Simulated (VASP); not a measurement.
Bi2H3: single point with PBE

Crystal: Bi2H3.

```xyz
5
Lattice="4.2992 0.0000 0.0000 0.0000 4.2992 0.0000 0.0000 0.0000 4.2992" Properties=species:S:1:pos:R:3 pbc="T T T"
Bi    2.1496    2.1496    2.1496
Bi    0.0000    0.0000    0.0000
H     0.0000    2.1496    2.1496
H     2.1496    0.0000    2.1496
H     2.1496    2.1496    0.0000
```

```yaml
Program: VASP 6.6.1
Task: single point
Functional: PBE
Potentials_or_basis: VASP PAW PBE potentials, release 64 (Bi_d, H)
Cutoff: 520 eV
k_mesh: 10 × 10 × 10
Occupations: gaussian, width 0.1 eV
Spin: no spin polarisation
```

```json
{
 "Pressure": "-0.1 GPa"
}
```

Levels at points of the mesh, in eV from the Fermi level:
```csv
k point,band 14,band 15,band 16,band 17,band 18,band 19,band 20,band 21
"(0.00, 0.00, 0.00)",-2.65,-2.04,-2.04,-2.04,1.59,2.95,2.95,2.95
"(0.50, 0.00, 0.00)",-2.45,-2.19,-0.32,-0.32,0.28,0.28,2.78,4.75
"(0.50, 0.50, 0.00)",-6.59,-1.26,0.20,0.27,0.27,0.89,4.34,6.02
"(0.50, 0.50, 0.50)",-5.80,-5.80,-2.12,-2.12,-2.12,7.23,7.23,7.23
```

Wall time 77 s on 1 thread of Intel(R) Xeon(R) Platinum 8488C (Sapphire Rapids) (shared host), peak memory 0.23 GiB.

Caveat: spin-orbit coupling is left out, which moves the levels of the heavy elements.
